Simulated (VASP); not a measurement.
# NiO (Fm-3m) in VASP: notebook

NiO is run at these levels: PBE; tasks: single point, relaxation of shape and atoms at fixed volume.

All numbers are computed with VASP 6.6.1; they aren't measurements. Logs are shortened: lines on timing, memory, paths and dates and some standing lists are left out, and cuts for length are marked.

### 1 The cell of the first run

The structure is cubic, space group Fm-3m (No. 225). The conventional cell has a = 4.187 Å, b = 4.187 Å, c = 4.187 Å, α = 90.00°, β = 90.00°, γ = 90.00°. Within 2.8 Å of Ni (site symmetry m-3m) lie 6 O at 2.09 Å. Within 2.8 Å of O (site symmetry m-3m) lie 6 Ni at 2.09 Å.

### 2 Single point, PBE (9.17 Å³/atom)

The input, INCAR:

```
ALGO = Normal
EDIFF = 1E-6
ENCUT = 520
GGA = PE
ISIF = 2
ISMEAR = 0
LASPH = True
LCHARG = True
LELF = True
LREAL = False
LVHAR = True
LWAVE = False
NBANDS = 15
NELM = 60
PREC = Accurate
SIGMA = 0.05
```

The input, KPOINTS:

```
k-points
0
Gamma
  14 14 14
```

The input, POSCAR:

```
NiO
1.0
    1.4802574848      0.8546270573      2.4172370487
   -1.4802574848      0.8546270573      2.4172370487
    0.0000000000     -1.7092541147      2.4172370487
Ni O
1 1
Direct
    1.0000000000      0.0000000000      0.0000000000
    0.5000000000      0.5000000000      0.5000000000
```

Potentials or basis: VASP PAW PBE potentials, release 64 (Ni, O).

Launch:

```
> cat potpaw_PBE.64/Ni/POTCAR potpaw_PBE.64/O/POTCAR > POTCAR
> mpirun -np 1 vasp_std > vasp.out
```

OUTCAR:

```text
EDIFF = 1E-6
   ENCUT = 520
   GGA = PE
   ISIF = 2
   ISMEAR = 0
   LASPH = True
   LREAL = False
   NELM = 60
   PREC = Accurate

 ion  position               nearest neighbor table
   1  0.000  0.000  0.000-   2 2.09   2 2.09   2 2.09   2 2.09   2 2.09   2 2.09
   2  0.500  0.500  0.500-   1 2.09   1 2.09   1 2.09   1 2.09   1 2.09   1 2.09

  LATTYP: Found a face centered cubic cell.
 ALAT       =     4.1867850621

  Lattice vectors:

 A1 = (   1.4802574848,   0.8546270573,   2.4172370487)
 A2 = (  -1.4802574848,   0.8546270573,   2.4172370487)
 A3 = (   0.0000000000,  -1.7092541147,   2.4172370487)

Analysis of symmetry for initial positions (statically):
=====================================================================
 Subroutine PRICEL returns:
 Original cell was already a primitive cell.

 Routine SETGRP: Setting up the symmetry group for a
 face centered cubic supercell.

 Subroutine GETGRP returns: Found 48 space group operations
 (whereof 48 operations were pure point group operations)
 out of a pool of 48 trial point group operations.

The static configuration has the point symmetry O_h .

Analysis of symmetry for dynamics (positions and initial velocities):
=====================================================================
 Subroutine PRICEL returns:
 Original cell was already a primitive cell.

 Routine SETGRP: Setting up the symmetry group for a
 face centered cubic supercell.

 Subroutine GETGRP returns: Found 48 space group operations
 (whereof 48 operations were pure point group operations)
 out of a pool of 48 trial point group operations.

The dynamic configuration has the point symmetry O_h .

 Subroutine INISYM returns: Found 48 space group operations
 (whereof 48 operations are pure point group operations),
 and found     1 'primitive' translations

----------------------------------------------------------------------------------------

                                     Primitive cell

  volume of cell :      18.3478

  direct lattice vectors                    reciprocal lattice vectors
     1.480257485  0.854627057  2.417237049     0.337779072  0.195016838  0.137898488
    -1.480257485  0.854627057  2.417237049    -0.337779072  0.195016838  0.137898488
     0.000000000 -1.709254115  2.417237049     0.000000000 -0.390033677  0.137898488

  length of vectors
     2.960504109  2.960504109  2.960504109     0.413693439  0.413693439  0.413693439

  position of ions in fractional coordinates (direct lattice)
     0.000000000  0.000000000  0.000000000
     0.500000000  0.500000000  0.500000000

[... 89 lines left out ...]
   EMIN   =  10.00;   EMAX   =-10.00  energy-range for DOS
   EFERMI =   0.00;   METHOD = LEGACY
   ISMEAR =     0;   SIGMA  =   0.05  broadening in eV -4-tet -1-fermi 0-gaus
   EFERMI_NEDOS =   21; number of points for ismear=-14 and -15
   IALGO  =     38    algorithm
   IMIX   =      4    mixing-type and parameters
     AMIX     =   0.40;   BMIX     =  1.00
     AMIX_MAG =   1.60;   BMIX_MAG =  1.00
  volume/ion in A,a.u.               =       9.17        61.91
  Fermi-wavevector in a.u.,A,eV,Ry     =   1.564060  2.955644 33.283703  2.446283
  Thomas-Fermi vector in A             =   2.666739
   LORBIT       =      0    0 simple, 1 ext, 2 COOP (PROOUT), +10 PAW based schemes
   GGA     = PE    functional components
   LHFCALC =     F    Hartree Fock is set to
   AEXX    =    0.0000 exact exchange contribution
   IVDW    =     0    specifies the selected vdW correction
   LEPSILON=     F    determine dielectric tensor
   LRPA    =     F    only Hartree local field effects (RPA)
 non-spin polarized calculation
 Gauss-broadening in eV      SIGMA  =   0.05
  energy-cutoff  :      520.00
  volume of cell :       18.35
 maximum number of plane-waves:       531
 NGX is ok and might be reduce to    24
   NGX = 11   NGY = 11   NGZ = 11

 number of electron      16.0000000 magnetization

 Free energy of the ion-electron system (eV)
  ---------------------------------------------------
  ext. energy  EPLUGINS =         0.00000000
  ---------------------------------------------------
  free energy    TOTEN  =       -11.37637139 eV

  energy without entropy =      -11.37323134  energy(sigma->0) =      -11.37480136

 E-fermi :   7.7165     XC(G=0): -12.6426

 val. band max:        7.7127723441   @ k =   0.2857   0.0714   0.0000
 cond. band min:       7.7301496504   @ k =   0.3571   0.1429   0.0000
 fundamental gap:      0.0173773063
 Fermi energy:         7.7165346769

 k-point     1 :       0.0000    0.0000    0.0000
  band No.  band energies     occupation
      1     -12.6201      2.00000
      2       4.6809      2.00000
      3       4.6809      2.00000
      4       4.6810      2.00000
      5       5.9218      2.00000
      6       5.9219      2.00000
      7       5.9219      2.00000
      8       6.2398      2.00000
      9       6.2398      2.00000
     10       9.3632      0.00000
     11      25.5902      0.00000
     12      26.8121      0.00000
     13      26.8121      0.00000
     14      26.8122      0.00000
[... 401 lines left out ...]
      2       1.5307      2.00000
      3       3.2041      2.00000
      4       3.4500      2.00000
      5       5.8776      2.00000
      6       6.5180      2.00000
      7       6.7668      2.00000
      8       7.2569      2.00000
      9       7.9004      0.00000
     10      12.7844      0.00000
     11      20.3919      0.00000
     12      22.2912      0.00000
     13      24.1149      0.00000
     14      26.4614      0.00000
     15      32.0554      0.00000

 [... further k-points ...]

------------------------ aborting loop because EDIFF is reached ----------------------------------------

  FORCE on cell =-STRESS in cart. coord.  units (eV):
  Direction    XX          YY          ZZ          XY          YZ          ZX
  --------------------------------------------------------------------------------------
  -------------------------------------------------------------------------------------
  Total       -0.4207787     -0.4207787     -0.4207741      0.0000000      0.0000000     -0.0000000
  in kB      -36.7434492    -36.7434492    -36.7430448      0.0000000      0.0000000     -0.0000000
  external PRESSURE =     -36.7433144 kB  Pullay stress =       0.0000000 kB

 VOLUME and BASIS-vectors are now :
 -----------------------------------------------------------------------------
  energy-cutoff  :      520.00
  volume of cell :       18.35
      direct lattice vectors                 reciprocal lattice vectors
     1.480257485  0.854627057  2.417237049     0.337779072  0.195016838  0.137898488
    -1.480257485  0.854627057  2.417237049    -0.337779072  0.195016838  0.137898488
     0.000000000 -1.709254115  2.417237049     0.000000000 -0.390033677  0.137898488

 POSITION                                       TOTAL-FORCE (eV/Angst)
 -----------------------------------------------------------------------------------
      0.00000      0.00000      0.00000        -0.000000     -0.000000     -0.000000
      0.00000     -0.00000      3.62586         0.000000      0.000000      0.000000
 -----------------------------------------------------------------------------------
    total drift:                               -0.000000      0.000000     -0.000000

  FREE ENERGIE OF THE ION-ELECTRON SYSTEM (eV)
  ---------------------------------------------------
  free  energy   TOTEN  =       -11.3763713880 eV

  energy  without entropy=      -11.3732313397  energy(sigma->0) =      -11.37480136
```

stdout:

```text
POSCAR found type information on POSCAR NiO
 POSCAR found :  2 types and       2 ions
 scaLAPACK will be used
 LDA part: xc-table for (Slater+PW92), standard interpolation
 POSCAR, INCAR and KPOINTS ok, starting setup
 FFT: planning ... GRIDC
 FFT: planning ... GRID_SOFT
 FFT: planning ... GRID
 WAVECAR not read
 entering main loop
```

It took 10 s on 1 thread of Intel Xeon 6975P-C (Granite Rapids), shared host; peak memory 0.15 GiB.

What came out:

| Item | Value |
| --- | --- |
| Free energy | -11.3764 eV |
| Pressure | -3.7 GPa |
| Band gap on the k mesh | zero (bands 8 and 9 overlap by 2.79 eV) |

Caveat: the cell stands under tension; the run has no spin polarisation, though such a crystal can be magnetic; semilocal functionals often make such compounds metallic where correlation or magnetic order opens a gap, which also shifts bond lengths.

### 3 Single point, PBE (9.35 Å³/atom)

This run uses another cell than the first one, of 9.35 Å³/atom.

The input, INCAR:

```
SYSTEM = NiO
PREC     = Accurate       ! precision mode
ENCUT    = 520            ! plane-wave cutoff, eV
EDIFF    = 1E-6           ! SCF threshold, eV
ISMEAR   = 0              ! smearing method
SIGMA    = 0.05           ! smearing width, eV
LREAL    = .FALSE.        ! projectors in reciprocal space
LASPH    = .TRUE.         ! aspherical terms in the spheres
NELM     = 80             ! most SCF steps
ALGO     = Normal         ! electronic algorithm
ISIF     = 2              ! what is computed and relaxed
LWAVE    = .FALSE.        ! write WAVECAR
LCHARG   = .FALSE.        ! write CHGCAR
GGA      = PE             ! functional
NBANDS   = 15             ! bands
```

The input, KPOINTS:

```
Automatic mesh
0
G
  14 14 14
  0 0 0
```

The input, POSCAR:

```
NiO
1.0
    1.4898698157      0.8601767392      2.4329338330
   -1.4898698157      0.8601767392      2.4329338330
    0.0000000000     -1.7203534784      2.4329338330
Ni O
1 1
Direct
    1.0000000000      0.0000000000      0.0000000000
    0.5000000000      0.5000000000      0.5000000000
```

Potentials or basis: VASP PAW PBE potentials, release 64 (Ni, O).

Launch:

```
> cat potpaw_PBE.64/Ni/POTCAR potpaw_PBE.64/O/POTCAR > POTCAR
> mpirun -np 1 vasp_std > vasp.out
```

Wall time 9.9 s (1 thread of Intel Xeon 6975P-C (Granite Rapids), shared host); peak memory 0.15 GiB.

Results (log left out):

```
Free energy            : -11.3643 eV
Pressure               : -7.2 GPa
Band gap on the k mesh : zero (bands 8 and 9 overlap by 2.71 eV)
```

Levels at points of the mesh, in eV from the Fermi level:
```tsv
k point	band 4	band 5	band 6	band 7	band 8	band 9	band 10	band 11	band 12	band 13
(0.00, 0.00, 0.00)	-2.95	-1.73	-1.73	-1.73	-1.43	-1.43	1.55	17.82	18.96	18.96
(0.50, 0.00, 0.00)	-5.18	-0.95	-0.95	-0.60	1.28	1.28	5.67	9.87	14.10	14.10
(0.50, 0.50, 0.00)	-4.18	-2.65	-1.06	-0.70	-0.70	-0.59	6.33	10.44	12.42	16.48
```

Caveat: the cell stands under tension; the run has no spin polarisation, though such a crystal can be magnetic; semilocal functionals often make such compounds metallic where correlation or magnetic order opens a gap, which also shifts bond lengths. With open d or f shells a metallic result of PBE can be an artefact of self-interaction; +U or a hybrid may open a gap.

### 4 Relaxation of shape and atoms at fixed volume, PBE (8.63 Å³/atom)

This run uses another cell than the first one, of 8.63 Å³/atom.

The input, INCAR:

```
SYSTEM = NiO
  PREC = Accurate
  ENCUT = 600
  EDIFF = 1E-7
  ISMEAR = 0
  SIGMA = 0.05
  LREAL = .False.
  LASPH = .True.
  NELM = 100
  ALGO = Normal
  ISIF = 4
  LWAVE = .False.
  LCHARG = .False.
  GGA = PE
  IBRION = 2
  NSW = 60
  EDIFFG = -0.01
```

The input, KPOINTS:

```
regular mesh
0
Gamma
  14 14 14
  0 0 0
```

The input, POSCAR:

```
NiO
1.0
    1.4506443566      0.8375299098      2.3688792790
   -1.4506443566      0.8375299098      2.3688792790
    0.0000000000     -1.6750598196      2.3688792790
Ni O
1 1
Direct
    1.0000000000      0.0000000000      0.0000000000
    0.5000000000      0.5000000000      0.5000000000
```

Launch:

```
> cat potpaw_PBE.64/Ni/POTCAR potpaw_PBE.64/O/POTCAR > POTCAR
> mpirun -np 1 vasp_std > vasp.out
```

It took 8.3 s on 1 thread of Intel Xeon 6975P-C (Granite Rapids), shared host; peak memory 0.16 GiB.

Results (log left out):

| Quantity | Value |
| --- | --- |
| Free energy | -11.3603 eV |
| Pressure after relaxing | 9.2 GPa |
| Band gap on the k mesh | zero (bands 8 and 9 overlap by 3.05 eV) |

Final structure:
```
CELL_PARAMETERS angstrom
1.45064 0.83753 2.36888
-1.45064 0.83753 2.36888
0.00000 -1.67506 2.36888
ATOMIC_POSITIONS crystal
Ni 0.00000 0.00000 0.00000
O 0.50000 0.50000 0.50000
```

Levels at points of the mesh, in eV from the Fermi level:
```tsv
k point	band 4	band 5	band 6	band 7	band 8	band 9	band 10	band 11	band 12
(0.00, 0.00, 0.00)	-3.31	-2.01	-2.01	-2.01	-1.64	-1.64	1.96	18.03	19.53
(0.50, 0.00, 0.00)	-5.78	-1.10	-1.10	-0.69	1.41	1.41	5.79	10.60	14.56
(0.50, 0.50, 0.00)	-4.66	-3.08	-1.21	-0.81	-0.81	-0.58	6.79	10.92	12.72
```

Caveat: the relaxation stopped at its first step, so nothing moved; the run has no spin polarisation, though such a crystal can be magnetic; semilocal functionals often make such compounds metallic where correlation or magnetic order opens a gap, which also shifts bond lengths. Spin polarisation is off, so any magnetic state and its effect on volume and gap are missing.

### 5 Relaxation of shape and atoms at fixed volume, PBE (8.81 Å³/atom)

This run uses another cell than the first one, of 8.81 Å³/atom.

The input, INCAR:

```
SYSTEM = NiO
PREC = Accurate ; ENCUT = 600
EDIFF = 1E-6 ; ISMEAR = 0
SIGMA = 0.05 ; LREAL = .FALSE.
LASPH = .TRUE. ; NELM = 100
ALGO = Normal ; ISIF = 4
LWAVE = .FALSE. ; LCHARG = .FALSE.
GGA = PE ; IBRION = 2
NSW = 60 ; EDIFFG = -0.01
```

The input, KPOINTS:

```
Automatic mesh
0
G
  14 14 14
  0 0 0
```

The input, POSCAR:

```
NiO
1.0
    1.4606491166      0.8433061607      2.3852168937
   -1.4606491166      0.8433061607      2.3852168937
    0.0000000000     -1.6866123213      2.3852168937
Ni O
1 1
Direct
    1.0000000000      0.0000000000      0.0000000000
    0.5000000000      0.5000000000      0.5000000000
```

Launch:

```
> cat potpaw_PBE.64/Ni/POTCAR potpaw_PBE.64/O/POTCAR > POTCAR
> mpirun -np 1 vasp_std > vasp.out
```

It took 7.9 s on 1 thread of Intel Xeon 6975P-C (Granite Rapids), shared host; peak memory 0.16 GiB.

It converged, with:

```
Free energy             : -11.3763 eV
Pressure after relaxing : 4.4 GPa
Band gap on the k mesh  : zero (bands 8 and 9 overlap by 2.96 eV)
```

Final structure:
```xyz
2
Lattice="1.4606 0.8433 2.3852 -1.4606 0.8433 2.3852 0.0000 -1.6866 2.3852" Properties=species:S:1:pos:R:3 pbc="T T T"
Ni    0.0000    0.0000    0.0000
O     0.0000    0.0000    3.5778
```

Levels at points of the mesh, in eV from the Fermi level:
| k point | band 5 | band 6 | band 7 | band 8 | band 9 | band 10 | band 11 | band 12 |
| --- | --- | --- | --- | --- | --- | --- | --- | --- |
| (0.00, 0.00, 0.00) | -1.93 | -1.93 | -1.93 | -1.58 | -1.58 | 1.85 | 17.98 | 19.38 |
| (0.50, 0.00, 0.00) | -1.06 | -1.06 | -0.67 | 1.38 | 1.38 | 5.76 | 10.41 | 14.44 |
| (0.50, 0.50, 0.00) | -2.96 | -1.17 | -0.78 | -0.78 | -0.59 | 6.66 | 10.80 | 12.64 |

Caveat: the relaxation stopped at its first step, so nothing moved; the run has no spin polarisation, though such a crystal can be magnetic; semilocal functionals often make such compounds metallic where correlation or magnetic order opens a gap, which also shifts bond lengths. With open d or f shells a metallic result of PBE can be an artefact of self-interaction; +U or a hybrid may open a gap.

### 6 Summary

| task | cell | cutoff (eV) | gap on the mesh (eV) | pressure (GPa) |
| --- | --- | --- | --- | --- |
| single point | a = 2.961 Å, angles 60.0°, 2 atoms | 520 | none | -3.7 |
| single point | a = 2.980 Å, angles 60.0°, 2 atoms | 520 | none | -7.2 |
| relaxation of shape and atoms at fixed volume | relaxed from a = 2.901 Å, angles 60.0°, 2 atoms | 600 | none | 9.2 |
| relaxation of shape and atoms at fixed volume | relaxed from a = 2.921 Å, angles 60.0°, 2 atoms | 600 | none | 4.4 |

Alike in all rows: level PBE; potentials or basis VASP PAW PBE potentials, release 64 (Ni, O); no spin polarisation; k mesh 14 × 14 × 14; smearing gaussian 0.05 eV.

Caveats: the run has no spin polarisation, though such a crystal can be magnetic; semilocal functionals often make such compounds metallic where correlation or magnetic order opens a gap, which also shifts bond lengths; the cell stands under tension (at least some runs); the relaxation stopped at its first step, so nothing moved (at least some runs).

Total energies depend on the potentials used, so only differences within one code and one set of settings carry meaning.
